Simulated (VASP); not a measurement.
A run of VASP 6.6.1 is set up as follows.

Contents of INCAR:

```
PREC = Accurate
ENCUT = 520
EDIFF = 1E-6
ISMEAR = -1
SIGMA = 0.05
LREAL = Auto
LASPH = True
NELM = 100
ALGO = Normal
ISIF = 2
LWAVE = False
LCHARG = False
GGA = PE
NBANDS = 117
ISYM = 0
```

KPOINTS

```
regular mesh
0
Gamma
  1 1 1
```

POSCAR

```
Hf3WO9
1.0
    7.0354530000      0.0129440000     -0.0287230000
    0.0129440000      7.0792940000     -0.1266340000
   -0.0287230000     -0.1266340000      7.1702520000
W O Hf
2 18 6
Direct
    0.2085986955      0.1164331187      0.0446829445
    0.5050736459      0.7960545337      0.6283127567
    0.7076667098      0.1991123449      0.2572916131
    0.7809706220      0.3745158764      0.8963144200
    0.0079352940      0.6195995350      0.0017924465
    0.7024679610      0.7487540342      0.7754132917
    0.0609404462      0.1518839132      0.8469738665
    0.4270344279      0.2545442422      1.0000162708
    0.3116798164      0.8932779477      0.0867349905
    1.0028576640      0.8079954260      0.5786531315
    0.1994560856      0.3900816432      0.1922895563
    0.6630366019      0.0242133697      0.6065267492
    0.3292759800      0.9673647150      0.7217996044
    0.0492012137      0.0790827876      0.2424006543
    0.9752517787      0.3593741590      0.5194022670
    0.4135285385      0.7367466207      0.3997160702
    0.3270132880      0.2506525626      0.5156517427
    0.6204838686      0.4767826143      0.5662211102
    0.6422816412      0.5639327033      0.1953432473
    0.3554504323      0.5889197754      0.7836851298
    0.5581870151      0.2597193180      0.7372947425
    0.2786735426      0.6227064823      0.0409401445
    0.8830128193      0.3941914910      0.1950911659
    0.0816752815      0.0766007651      0.5419045552
    0.4904571617      0.3650406537      0.3142567317
    0.9072990713      0.5723623491      0.7098364025
```

Potentials or basis: VASP PAW PBE potentials, release 64 (W_sv, O, Hf_pv).

Run with:

```console
$ cat potpaw_PBE.64/W_sv/POTCAR potpaw_PBE.64/O/POTCAR potpaw_PBE.64/Hf_pv/POTCAR > POTCAR
$ mpirun -np 1 vasp_gam > vasp.out
```

What does it give for the pressure?

0.9 GPa.

What does it give for the largest force?

2.678 eV/Å.

Stress tensor (GPa, compression positive):
```
 5.44 -6.01 -4.47
-6.01 -0.74 -0.73
-4.47 -0.73 -1.89
```

Caveat: the k points lie up to 0.89 Å⁻¹ apart, too coarse for converged energies, forces and pressures; the atoms stand as in a frame of molecular dynamics.
